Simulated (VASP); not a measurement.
## W: single point with PBEsol

Crystal: W.

```xyz
1
Lattice="0.0000 1.9995 2.0300 1.9995 0.0000 2.0300 1.9995 1.9995 0.0000" Properties=species:S:1:pos:R:3 pbc="T T T"
W     0.0000    0.0000    0.0000
```

This cell differs from its parent crystal: strain -0.015 along x and y, +0.000 along z.

| Item | Value |
| --- | --- |
| Program | VASP 6.6.1 |
| Task | single point |
| Functional | PBEsol |
| Potentials or basis | VASP PAW PBE potentials, release 64 (W_sv) |
| Cutoff | 520 eV |
| k mesh | 20 × 20 × 20 |
| Occupations | gaussian, width 0.15 eV |
| Spin | no spin polarisation |

```
Pressure               : -4.0 GPa
Band gap on the k mesh : zero (band 7 reaches 13.70 eV, above the bottom of band 8 at 9.96 eV)
```

Stress tensor (GPa, compression positive):
```
-5.67  0.00  0.00
 0.00 -5.67  0.00
 0.00  0.00 -0.76
```

Levels at points of the mesh, in eV from the Fermi level:
```tsv
k point	band 4	band 5	band 6	band 7	band 8	band 9	band 10	band 11
(0.00, 0.00, 0.00)	-37.22	-9.07	-0.71	-0.51	-0.51	2.43	2.74	12.84
(0.50, 0.00, 0.00)	-37.37	-5.67	-0.93	-0.70	0.68	5.05	5.19	10.44
(0.50, 0.50, 0.00)	-37.63	-5.59	-4.56	2.92	5.10	5.86	5.86	11.98
(0.50, 0.00, 0.50)	-37.66	-5.58	-4.60	3.22	5.06	5.75	6.00	11.63
```

It took 64 s on 1 thread of AMD EPYC 9R45 96-Core Processor (Zen 5), on a shared host, peak memory 0.21 GiB.

Caveat: the cell differs from its parent crystal (strain -0.015 along x and y, +0.000 along z); the PAW data sets were made with another functional, which shifts forces and pressure a little; spin-orbit coupling is left out, which moves the levels of the heavy elements.
